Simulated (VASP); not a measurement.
# Ir (Fm-3m) in VASP: a series of runs, part 2 of 2

VASP 6.6.1. The steps go on from the part before.

### Step 3. Relaxation of cell and atoms, r2SCAN, target pressure 10 GPa, at which the enthalpy is minimised

File POSCAR:

```
Ir
1.0
    0.0000000000      1.9225500407      1.9225500407
    1.9225500407      0.0000000000      1.9225500407
    1.9225500407      1.9225500407      0.0000000000
Ir
1
Direct
    0.0000000000      0.0000000000      0.0000000000
```

File INCAR.step1:

```
ALGO = Normal
EDIFF = 1E-4
ENCUT = 600
GGA = PE
ISMEAR = -1
LASPH = T
LCHARG = F
LREAL = F
LWAVE = T
NELM = 100
PREC = Accurate
SIGMA = 0.1
```

File INCAR.step2:

```
ALGO = Normal
EDIFF = 1E-6
EDIFFG = -0.002
ENCUT = 600
IBRION = 2
ISIF = 3
ISMEAR = -1
ISTART = 1
LASPH = T
LCHARG = F
LMIXTAU = T
LREAL = F
LWAVE = F
METAGGA = R2SCAN
NELM = 100
NSW = 100
PREC = Accurate
PSTRESS = 100.0
SIGMA = 0.1
```

File KPOINTS:

```
k-points
0
Gamma
  24 24 24
```

Potentials or basis: VASP PAW PBE potentials, release 64 (Ir).

Run with:

```bash
$ cat potpaw_PBE.64/Ir/POTCAR > POTCAR
$ cp INCAR.step1 INCAR
$ mpirun -np 1 vasp_std > vasp.out
$ cp INCAR.step2 INCAR
$ mpirun -np 1 vasp_std > vasp.out
```

OUTCAR:

```text
EDIFF = 1E-6
   EDIFFG = -0.002
   ENCUT = 600
   IBRION = 2
   ISIF = 3
   ISMEAR = -1
   ISTART = 1
   LASPH = T
   LREAL = F
   METAGGA = R2SCAN
   NELM = 100
   NSW = 100
   PREC = Accurate
   PSTRESS = 100.0

 ion  position               nearest neighbor table
   1  0.000  0.000  0.000-

  LATTYP: Found a face centered cubic cell.
 ALAT       =     3.8451000814

  Lattice vectors:

 A1 = (   0.0000000000,   1.9225500407,   1.9225500407)
 A2 = (   1.9225500407,   0.0000000000,   1.9225500407)
 A3 = (   1.9225500407,   1.9225500407,   0.0000000000)

Analysis of symmetry for initial positions (statically):
=====================================================================
 Subroutine PRICEL returns:
 Original cell was already a primitive cell.

 Routine SETGRP: Setting up the symmetry group for a
 face centered cubic supercell.

 Subroutine GETGRP returns: Found 48 space group operations
 (whereof 48 operations were pure point group operations)
 out of a pool of 48 trial point group operations.

The static configuration has the point symmetry O_h .

Analysis of symmetry for dynamics (positions and initial velocities):
=====================================================================
 Subroutine PRICEL returns:
 Original cell was already a primitive cell.

 Routine SETGRP: Setting up the symmetry group for a
 face centered cubic supercell.

 Subroutine GETGRP returns: Found 48 space group operations
 (whereof 48 operations were pure point group operations)
 out of a pool of 48 trial point group operations.

The dynamic configuration has the point symmetry O_h .

 Subroutine INISYM returns: Found 48 space group operations
 (whereof 48 operations are pure point group operations),
 and found     1 'primitive' translations

----------------------------------------------------------------------------------------

                                     Primitive cell

  volume of cell :      14.2123

  direct lattice vectors                    reciprocal lattice vectors
     0.000000000  1.922550041  1.922550041    -0.260071254  0.260071254  0.260071254
     1.922550041  0.000000000  1.922550041     0.260071254 -0.260071254  0.260071254
     1.922550041  1.922550041  0.000000000     0.260071254  0.260071254 -0.260071254

  length of vectors
     2.718896342  2.718896342  2.718896342     0.450456626  0.450456626  0.450456626

  position of ions in fractional coordinates (direct lattice)
     0.000000000  0.000000000  0.000000000

  ion indices of the primitive-cell ions
   primitive index   ion index
                 1           1

----------------------------------------------------------------------------------------

 KPOINTS: k-points

Automatic generation of k-mesh.
 Grid dimensions read from file:
 generate k-points for:   24   24   24

 Generating k-lattice:

  Cartesian coordinates                     Fractional coordinates (reciprocal lattice)
    -0.010836302  0.010836302  0.010836302     0.041666667  0.000000000  0.000000000
[... 42 lines left out ...]
   number of dos      NEDOS =    301   number of ions     NIONS =      1
   total plane-waves  NPLWV =  13824
   dimension x,y,z NGX =    24 NGY =   24 NGZ =   24
   dimension x,y,z NGXF=    48 NGYF=   48 NGZF=   48
   ions per type =               1
   NGX,Y,Z   is equivalent  to a cutoff of  14.67, 14.67, 14.67 a.u.
   NGXF,Y,Z  is equivalent  to a cutoff of  29.35, 29.35, 29.35 a.u.
 SYSTEM =  unknown system
   PREC   = accura    normal or accurate (medium, high low for compatibility)
   ISTART =      1    job   : 0-new  1-cont  2-samecut
   ICHARG =      0    charge: 1-file 2-atom 10-const
   ISPIN  =      1    spin polarized calculation?
   LNONCOLLINEAR =      F non collinear calculations
   LSORBIT =      F    spin-orbit coupling
   LASPH  =      T    aspherical Exc in radial PAW
   ENCUT  =  600.0 eV  44.10 Ry    6.64 a.u.   5.43  5.43  5.43*2*pi/ulx,y,z
   NELM   =    100;   NELMIN=  2; NELMDL=  0     # of ELM steps
   EDIFF  = 0.1E-05   stopping-criterion for ELM
   LREAL  =      F    real-space projection
   EDIFFG = -.2E-02   stopping-criterion for IOM
   NSW    =    100    number of steps for IOM
   IBRION =      2    ionic relax: 0-MD 1-quasi-New 2-CG
   NFREE  =      1    steps in history (QN), initial steepest desc. (CG)
   ISIF   =      3    stress and relaxation
   ISYM   =      2    0-nonsym 1-usesym 2-fastsym
   POTIM  = 0.5000    time-step for ionic-motion
   TEBEG  =    0.0;   TEEND  =   0.0 temperature during run
   PSTRESS=  100.0 pullay stress
   NELECT =       9.0000    total number of electrons
   NUPDOWN=      -1.0000    fix difference up-down
   EMIN   =  10.00;   EMAX   =-10.00  energy-range for DOS
   EFERMI =   0.00;   METHOD = LEGACY
   ISMEAR =    -1;   SIGMA  =   0.10  broadening in eV -4-tet -1-fermi 0-gaus
   EFERMI_NEDOS =   21; number of points for ismear=-14 and -15
   IALGO  =     38    algorithm
   IMIX   =      4    mixing-type and parameters
     AMIX     =   0.40;   BMIX     =  1.00
     AMIX_MAG =   1.60;   BMIX_MAG =  1.00
  volume/ion in A,a.u.               =      14.21        95.91
  Fermi-wavevector in a.u.,A,eV,Ry     =   1.405836  2.656645 26.890215  1.976375
  Thomas-Fermi vector in A             =   2.528257
   LORBIT       =      0    0 simple, 1 ext, 2 COOP (PROOUT), +10 PAW based schemes
   METAGGA = R2SCAN    functional components
   LHFCALC =     F    Hartree Fock is set to
   AEXX    =    0.0000 exact exchange contribution
   IVDW    =     0    specifies the selected vdW correction
   LEPSILON=     F    determine dielectric tensor
   LRPA    =     F    only Hartree local field effects (RPA)
 conjugate gradient relaxation of ions
 non-spin polarized calculation
  energy-cutoff  :      600.00
  volume of cell :       14.21
 maximum number of plane-waves:       495
 NGX is ok and might be reduce to    24
   NGX = 11   NGY = 11   NGZ = 11

--------------------------------------- Ionic step        1  -------------------------------------------

 number of electron       9.0000000 magnetization

 Free energy of the ion-electron system (eV)
  ---------------------------------------------------
  ext. energy  EPLUGINS =         0.00000000
  ---------------------------------------------------
  free energy    TOTEN  =       -52.38019682 eV

  energy without entropy =      -52.35072929  energy(sigma->0) =      -52.36546305

------------------------ aborting loop because EDIFF is reached ----------------------------------------

  FORCE on cell =-STRESS in cart. coord.  units (eV):
  Direction    XX          YY          ZZ          XY          YZ          ZX
  --------------------------------------------------------------------------------------
  -------------------------------------------------------------------------------------
  Total        0.2246405      0.2246405      0.2246405      0.0000000     -0.0000000     -0.0000000
  in kB       25.3241969     25.3241969     25.3241969      0.0000000     -0.0000000     -0.0000000
  external PRESSURE =     -74.6758031 kB  Pullay stress =     100.0000000 kB
[... 98 lines left out ...]
--------------------------------------- Ionic step        4  -------------------------------------------

 number of electron       9.0000000 magnetization

 Free energy of the ion-electron system (eV)
  ---------------------------------------------------
  ext. energy  EPLUGINS =         0.00000000
  ---------------------------------------------------
  free energy    TOTEN  =       -52.37032585 eV

  energy without entropy =      -52.34175371  energy(sigma->0) =      -52.35603978

 E-fermi :  10.4150     XC(G=0): -15.4229

 val. band max:       10.4142636865   @ k =   0.4583   0.2083   0.0833
 cond. band min:      10.4190719853   @ k =   0.3333   0.0833   0.0000
 fundamental gap:      0.0048082988
 Fermi energy:        10.4150167309

 k-point     1 :       0.0000    0.0000    0.0000
  band No.  band energies     occupation
      1      -1.2660      2.00000
      2       6.3334      2.00000
      3       6.3334      2.00000
      4       6.3334      2.00000
      5       9.1076      2.00000
      6       9.1076      2.00000
      7      25.4875      0.00000
      8      31.4381      0.00000
[... 243 lines left out ...]
 k-point    24 :       0.4583    0.0417    0.0000
  band No.  band energies     occupation
      1       1.9280      2.00000
      2       6.1436      2.00000
      3       6.2889      2.00000
      4       8.8222      2.00000
      5      11.3215      0.00023
      6      11.4571      0.00006
      7      18.9006      0.00000
      8      25.4365      0.00000

 [... further k-points ...]

------------------------ aborting loop because EDIFF is reached ----------------------------------------

  FORCE on cell =-STRESS in cart. coord.  units (eV):
  Direction    XX          YY          ZZ          XY          YZ          ZX
  --------------------------------------------------------------------------------------
  -------------------------------------------------------------------------------------
  Total        0.8697396      0.8697396      0.8697396     -0.0000000     -0.0000000      0.0000000
  in kB       99.8528058     99.8528058     99.8528058     -0.0000000     -0.0000000      0.0000000
  external PRESSURE =      -0.1471942 kB  Pullay stress =     100.0000000 kB
[... 20 lines left out ...]
  energy  without entropy=      -52.3417537099  energy(sigma->0) =      -52.35603978

  enthalpy is  TOTEN    =       -51.4993041765 eV   P V=        0.8710216713

 reached required accuracy - stopping structural energy minimisation
```

Wall time 3.4 min (1 thread of Intel Xeon 6975P-C (Granite Rapids), shared host); peak memory 0.22 GiB.

What came out:

* Free energy: -52.3703 eV
* Relaxed volume: 13.96 Å³/atom
* Relaxed cell: a = 2.702 Å, b = 2.702 Å, c = 2.702 Å, α = 60.00°, β = 60.00°, γ = 60.00°
* Space group after relaxing (to 0.1 Å): Fm-3m (No. 225)
* Energy change on relaxing (the run minimises the enthalpy): +9.9 meV/atom
* Ionic steps: 4
* Pressure after relaxing: 10.0 GPa
* Band gap on the k mesh: zero (an odd number of electrons rules out a gap without spin polarisation)

The path:
```tsv
step	energy change (eV)	largest force (eV/Å)	pressure (GPa)	volume (Å³)
1	0.0000	0.0000	2.53	14.21
2	0.2018	0.0000	51.11	12.89
3	0.0094	0.0000	9.74	13.96
4	0.0099	0.0000	9.99	13.96
```

Final structure:
```
CELL_PARAMETERS angstrom
0.00000 1.91089 1.91089
1.91089 0.00000 1.91089
1.91089 1.91089 0.00000
ATOMIC_POSITIONS crystal
Ir 0.00000 0.00000 0.00000
```

Levels at points of the mesh, in eV from the Fermi level:
| k point | band 1 | band 2 | band 3 | band 4 | band 5 | band 6 | band 7 | band 8 |
| --- | --- | --- | --- | --- | --- | --- | --- | --- |
| (0.00, 0.00, 0.00) | -11.68 | -4.08 | -4.08 | -4.08 | -1.31 | -1.31 | 15.07 | 21.02 |
| (0.50, 0.00, 0.00) | -8.56 | -4.24 | -4.24 | -0.74 | 0.96 | 0.96 | 7.82 | 14.70 |
| (0.50, 0.50, 0.00) | -8.38 | -7.78 | 0.87 | 1.61 | 1.61 | 1.79 | 11.27 | 12.40 |

Caveat: the cell is relaxed towards a set pressure, so the run minimises the enthalpy, not the energy; the PAW data sets were made with another functional, which shifts forces and pressure a little; spin-orbit coupling is left out, which moves the levels of the heavy elements.
